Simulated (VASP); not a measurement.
# Ga2O3 (C2/m) in VASP: single point with LDA

Aim: the single point of Ga2O3 with LDA.

Everything below comes from runs of VASP 6.6.1. Logs are shortened: lines on timing, memory, paths and dates and some standing lists are left out, and cuts for length are marked.

**1. The cell of the first run**

Symmetry: C2/m, No. 12, monoclinic system. Conventional cell: a = 12.125 Å, b = 3.018 Å, c = 5.752 Å, α = 90.00°, β = 103.76°, γ = 90.00°. Ga (site symmetry m) has 4 O at 1.82 to 1.85 Å within 2.4 Å. Ga (site symmetry m) has 6 O at 1.92 to 2.06 Å within 2.5 Å. Within 2.4 Å of O (site symmetry m) lie 3 Ga at 1.82 to 1.93 Å. Within 2.7 Å of O (site symmetry m) lie 4 Ga at 1.85 to 2.06 Å and 3 O at 2.58 to 2.63 Å. O (site symmetry m) has 3 Ga at 1.83 to 1.92 Å within 2.4 Å.

**2. Single point, LDA**

INCAR

```
ALGO     = Normal         # electronic algorithm
EDIFF    = 1E-6           # SCF threshold, eV
ENCUT    = 520            # plane-wave cutoff, eV
ISIF     = 2              # what is computed and relaxed
ISMEAR   = 0              # smearing method
LASPH    = True           # aspherical terms in the spheres
LCHARG   = True           # write CHGCAR
LELF     = True           # ELF
LREAL    = False          # projectors in reciprocal space
LVHAR    = True         
LWAVE    = False          # write WAVECAR
NBANDS   = 55             # bands
NELM     = 60             # most SCF steps
PREC     = Accurate       # precision mode
SIGMA    = 0.01           # smearing width, eV
```

KPOINTS

```
k-points
0
Gamma
  4 4 4
```

POSCAR

```
Ga2O3
1.0
    6.0624950273     -1.5090222075      0.0040193086
    6.0624950273      1.5090222075      0.0040193086
   -1.3721830763      0.0000000000      5.5858993489
Ga O
4 6
Direct
    0.0907282855      0.0907282855      0.7951266297
    0.9092717145      0.9092717145      0.2048733703
    0.6588800683      0.6588800683      0.3142729038
    0.3411199317      0.3411199317      0.6857270962
    0.1656686112      0.1656686112      0.1094581427
    0.8343313888      0.8343313888      0.8905418573
    0.1730617515      0.1730617515      0.5621862663
    0.8269382485      0.8269382485      0.4378137337
    0.4963613056      0.4963613056      0.2557191733
    0.5036386944      0.5036386944      0.7442808267
```

Potentials or basis: VASP PAW LDA potentials, release 64 (Ga_d, O).

Run with:

```bash
$ cat potpaw_LDA.64/Ga_d/POTCAR potpaw_LDA.64/O/POTCAR > POTCAR
$ mpirun -np 1 vasp_std > vasp.out
```

OUTCAR:

```text
EDIFF = 1E-6
   ENCUT = 520
   ISIF = 2
   ISMEAR = 0
   LASPH = True
   LREAL = False
   NELM = 60
   PREC = Accurate

 ion  position               nearest neighbor table
   1  0.091  0.091  0.795-   5 1.82  10 1.83  10 1.83   7 1.85
   2  0.909  0.909  0.205-   6 1.82   9 1.83   9 1.83   8 1.85
   3  0.659  0.659  0.314-   9 1.92   5 1.93   5 1.93   8 1.99   7 2.06   7 2.06
   4  0.341  0.341  0.686-  10 1.92   6 1.93   6 1.93   7 1.99   8 2.06   8 2.06
   5  0.166  0.166  0.109-   1 1.82   3 1.93   3 1.93
   6  0.834  0.834  0.891-   2 1.82   4 1.93   4 1.93
   7  0.173  0.173  0.562-   1 1.85   4 1.99   3 2.06   3 2.06
   8  0.827  0.827  0.438-   2 1.85   3 1.99   4 2.06   4 2.06
   9  0.496  0.496  0.256-   2 1.83   2 1.83   3 1.92
  10  0.504  0.504  0.744-   1 1.83   1 1.83   4 1.92

  LATTYP: Found a base centered monoclinic cell.
 ALAT       =    12.1249927193
 B/A-ratio  =     0.2489110291
 C/A-ratio  =     0.4743895564
 COS(beta)  =    -0.2379149160

  Lattice vectors:

 A1 = (   6.0624950273,  -1.5090222075,   0.0040193086)
 A2 = (   6.0624950273,   1.5090222075,   0.0040193086)
 A3 = (  -1.3721830763,   0.0000000000,   5.5858993489)

Analysis of symmetry for initial positions (statically):
=====================================================================
 Subroutine PRICEL returns:
 Original cell was already a primitive cell.

 Routine SETGRP: Setting up the symmetry group for a
 base centered monoclinic supercell.

 Subroutine GETGRP returns: Found  4 space group operations
 (whereof  4 operations were pure point group operations)
 out of a pool of  4 trial point group operations.

The static configuration has the point symmetry C_2h.

Analysis of symmetry for dynamics (positions and initial velocities):
=====================================================================
 Subroutine PRICEL returns:
 Original cell was already a primitive cell.

 Routine SETGRP: Setting up the symmetry group for a
 base centered monoclinic supercell.

 Subroutine GETGRP returns: Found  4 space group operations
 (whereof  4 operations were pure point group operations)
 out of a pool of  4 trial point group operations.

The dynamic configuration has the point symmetry C_2h.

 Subroutine INISYM returns: Found  4 space group operations
 (whereof  4 operations are pure point group operations),
 and found     1 'primitive' translations

----------------------------------------------------------------------------------------

                                     Primitive cell

  volume of cell :     102.2212

  direct lattice vectors                    reciprocal lattice vectors
     6.062495027 -1.509022207  0.004019309     0.082460865 -0.331340386  0.020256613
     6.062495027  1.509022207  0.004019309     0.082460865  0.331340386  0.020256613
    -1.372183076  0.000000000  5.585899349    -0.000118669  0.000000000  0.178993051

  length of vectors
     6.247480303  6.247480303  5.751969917     0.342047622  0.342047622  0.178993090

  position of ions in fractional coordinates (direct lattice)
     0.090728285  0.090728285  0.795126630
     0.909271715  0.909271715  0.204873370
     0.658880068  0.658880068  0.314272904
     0.341119932  0.341119932  0.685727096
     0.165668611  0.165668611  0.109458143
     0.834331389  0.834331389  0.890541857
     0.173061752  0.173061752  0.562186266
     0.826938248  0.826938248  0.437813734
     0.496361306  0.496361306  0.255719173
     0.503638694  0.503638694  0.744280827

  ion indices of the primitive-cell ions
   primitive index   ion index
                 1           1
                 2           2
                 3           3
                 4           4
                 5           5
                 6           6
                 7           7
                 8           8
                 9           9
                10          10

----------------------------------------------------------------------------------------

 KPOINTS: k-points

Automatic generation of k-mesh.
 Grid dimensions read from file:
 generate k-points for:    4    4    4

 Generating k-lattice:

  Cartesian coordinates                     Fractional coordinates (reciprocal lattice)
     0.020615216 -0.082835096  0.005064153     0.250000000 -0.000000000  0.000000000
     0.020615216  0.082835096  0.005064153    -0.000000000  0.250000000  0.000000000
    -0.000029667  0.000000000  0.044748263     0.000000000  0.000000000  0.250000000

  Length of vectors
     0.085511905  0.085511905  0.044748272

  Shift w.r.t. Gamma in fractional coordinates (k-lattice)
     0.000000000  0.000000000  0.000000000

 Subroutine IBZKPT returns following result:
 ===========================================

 Found     24 irreducible k-points:

 Following reciprocal coordinates:
            Coordinates               Weight
  0.000000  0.000000  0.000000      1.000000
  0.250000 -0.000000 -0.000000      4.000000
  0.500000 -0.000000 -0.000000      2.000000
  0.250000  0.250000 -0.000000      2.000000
  0.500000  0.250000  0.000000      4.000000
 -0.250000  0.250000  0.000000      2.000000
[... 16 lines left out ...]
 -0.250000  0.250000  0.500000      2.000000
  0.500000  0.500000  0.500000      1.000000
   k-points           NKPTS =     24   k-points in BZ     NKDIM =     24   number of bands    NBANDS=     55
   number of dos      NEDOS =    301   number of ions     NIONS =     10
   total plane-waves  NPLWV = 110592
   dimension x,y,z NGX =    48 NGY =   48 NGZ =   48
   dimension x,y,z NGXF=    96 NGYF=   96 NGZF=   96
   ions per type =               4   6
   NGX,Y,Z   is equivalent  to a cutoff of  12.77, 12.77, 13.87 a.u.
   NGXF,Y,Z  is equivalent  to a cutoff of  25.55, 25.55, 27.75 a.u.
 SYSTEM =  unknown system
   PREC   = accura    normal or accurate (medium, high low for compatibility)
   ISTART =      0    job   : 0-new  1-cont  2-samecut
   ICHARG =      2    charge: 1-file 2-atom 10-const
   ISPIN  =      1    spin polarized calculation?
   LNONCOLLINEAR =      F non collinear calculations
   LSORBIT =      F    spin-orbit coupling
   LASPH  =      T    aspherical Exc in radial PAW
   ENCUT  =  520.0 eV  38.22 Ry    6.18 a.u.  11.62 11.62 10.69*2*pi/ulx,y,z
   NELM   =     60;   NELMIN=  2; NELMDL= -5     # of ELM steps
   EDIFF  = 0.1E-05   stopping-criterion for ELM
   LREAL  =      F    real-space projection
   EDIFFG = 0.1E-04   stopping-criterion for IOM
   NSW    =      0    number of steps for IOM
   IBRION =     -1    ionic relax: 0-MD 1-quasi-New 2-CG
   NFREE  =      0    steps in history (QN), initial steepest desc. (CG)
   ISIF   =      2    stress and relaxation
   ISYM   =      2    0-nonsym 1-usesym 2-fastsym
   POTIM  = 0.5000    time-step for ionic-motion
   TEBEG  =    0.0;   TEEND  =   0.0 temperature during run
   PSTRESS=    0.0 pullay stress
   NELECT =      88.0000    total number of electrons
   NUPDOWN=      -1.0000    fix difference up-down
   EMIN   =  10.00;   EMAX   =-10.00  energy-range for DOS
   EFERMI =   0.00;   METHOD = LEGACY
   ISMEAR =     0;   SIGMA  =   0.01  broadening in eV -4-tet -1-fermi 0-gaus
   EFERMI_NEDOS =   21; number of points for ismear=-14 and -15
   IALGO  =     38    algorithm
   IMIX   =      4    mixing-type and parameters
     AMIX     =   0.40;   BMIX     =  1.00
     AMIX_MAG =   1.60;   BMIX_MAG =  1.00
  volume/ion in A,a.u.               =      10.22        68.98
  Fermi-wavevector in a.u.,A,eV,Ry     =   1.557359  2.942982 32.999127  2.425367
  Thomas-Fermi vector in A             =   2.661021
   LORBIT       =      0    0 simple, 1 ext, 2 COOP (PROOUT), +10 PAW based schemes
   GGA     = CA    functional components
   LHFCALC =     F    Hartree Fock is set to
   AEXX    =    0.0000 exact exchange contribution
   IVDW    =     0    specifies the selected vdW correction
   LEPSILON=     F    determine dielectric tensor
   LRPA    =     F    only Hartree local field effects (RPA)
 non-spin polarized calculation
 Gauss-broadening in eV      SIGMA  =   0.01
  energy-cutoff  :      520.00
  volume of cell :      102.22
 maximum number of plane-waves:      2772
 NGX is ok and might be reduce to    48
   NGX = 23   NGY = 23   NGZ = 21

 number of electron      88.0000016 magnetization

 Free energy of the ion-electron system (eV)
  ---------------------------------------------------
  ext. energy  EPLUGINS =         0.00000000
  ---------------------------------------------------
  free energy    TOTEN  =       -68.20916083 eV

  energy without entropy =      -68.20916083  energy(sigma->0) =      -68.20916083

 E-fermi :   3.8997     XC(G=0): -12.3373

 val. band max:        3.8346800646   @ k =   0.5000   0.5000   0.5000
 cond. band min:       6.3568808061   @ k =   0.0000   0.0000   0.0000
 fundamental gap:      2.5222007415
 Fermi energy:         3.8996915993

 k-point     1 :       0.0000    0.0000    0.0000
  band No.  band energies     occupation
      1     -15.0696      2.00000
      2     -13.7751      2.00000
      3     -13.7590      2.00000
      4     -13.6546      2.00000
      5     -13.1274      2.00000
      6     -13.1222      2.00000
[... 47 lines left out ...]
     54      16.0993      0.00000
     55      16.5895      0.00000

 k-point     2 :       0.2500   -0.0000   -0.0000
  band No.  band energies     occupation
      1     -14.5822      2.00000
      2     -13.7138      2.00000
      3     -13.6041      2.00000
      4     -13.4264      2.00000
      5     -13.1417      2.00000
      6     -13.1273      2.00000
[... 47 lines left out ...]
     54      14.5185      0.00000
     55      15.3599      0.00000
[... 1216 lines left out ...]
     54      15.4508      0.00000
     55      15.6958      0.00000

 k-point    24 :       0.5000    0.5000    0.5000
  band No.  band energies     occupation
      1     -14.6260      2.00000
      2     -14.1528      2.00000
      3     -13.9640      2.00000
      4     -13.6254      2.00000
      5     -13.2915      2.00000
      6     -13.0018      2.00000
[... 47 lines left out ...]
     54      15.8926      0.00000
     55      16.7447      0.00000

------------------------ aborting loop because EDIFF is reached ----------------------------------------

  FORCE on cell =-STRESS in cart. coord.  units (eV):
  Direction    XX          YY          ZZ          XY          YZ          ZX
  --------------------------------------------------------------------------------------
  -------------------------------------------------------------------------------------
  Total        1.0494051      1.3086099      1.1373539      0.0000000      0.0000000      0.0321351
  in kB       16.4479930     20.5106733     17.8264706      0.0000000      0.0000000      0.5036745
  external PRESSURE =      18.2617123 kB  Pullay stress =       0.0000000 kB

 VOLUME and BASIS-vectors are now :
 -----------------------------------------------------------------------------
  energy-cutoff  :      520.00
  volume of cell :      102.22
      direct lattice vectors                 reciprocal lattice vectors
     6.062495027 -1.509022207  0.004019309     0.082460865 -0.331340386  0.020256613
     6.062495027  1.509022207  0.004019309     0.082460865  0.331340386  0.020256613
    -1.372183076  0.000000000  5.585899349    -0.000118669  0.000000000  0.178993051

 POSITION                                       TOTAL-FORCE (eV/Angst)
 -----------------------------------------------------------------------------------
      0.00902      0.00000      4.44223         0.027155      0.000000     -0.005168
     10.74379      0.00000      1.15171        -0.027155      0.000000      0.005168
      7.55767      0.00000      1.76079        -0.004912      0.000000      0.027030
      3.19513      0.00000      3.83314         0.004912      0.000000     -0.027030
      1.85853      0.00000      0.61275         0.058812      0.000000      0.024858
      8.89427      0.00000      4.98118        -0.058812      0.000000     -0.024858
      1.32695      0.00000      3.14171         0.014961      0.000000     -0.042278
      9.42586      0.00000      2.45223        -0.014961      0.000000      0.042278
      5.66748      0.00000      1.43241         0.061639      0.000000      0.025603
      5.08532      0.00000      4.16153        -0.061639      0.000000     -0.025603
 -----------------------------------------------------------------------------------
    total drift:                                0.000000     -0.000000     -0.000000

  FREE ENERGIE OF THE ION-ELECTRON SYSTEM (eV)
  ---------------------------------------------------
  free  energy   TOTEN  =       -68.2091608308 eV

  energy  without entropy=      -68.2091608308  energy(sigma->0) =      -68.20916083
```

Run time: 15 min. Hardware: 1 thread of Intel Xeon 8259CL, shared host; peak memory 0.31 GiB.

What came out:

* Free energy: -68.2092 eV
* Pressure: 1.8 GPa
* Largest force: 0.067 eV/Å
* Band gap on the k mesh: 2.52 eV

Forces in eV/Å, atoms in the order of the input:
```
Ga   0.027  0.000 -0.005
Ga  -0.027  0.000  0.005
Ga  -0.005  0.000  0.027
Ga   0.005  0.000 -0.027
O    0.059  0.000  0.025
O   -0.059  0.000 -0.025
O    0.015  0.000 -0.042
O   -0.015  0.000  0.042
O    0.062  0.000  0.026
O   -0.062  0.000 -0.026
```

Stress tensor (GPa, compression positive):
```
1.64 0.00 0.05
0.00 2.05 0.00
0.05 0.00 1.78
```

Caveat: the k points lie up to 0.54 Å⁻¹ apart.
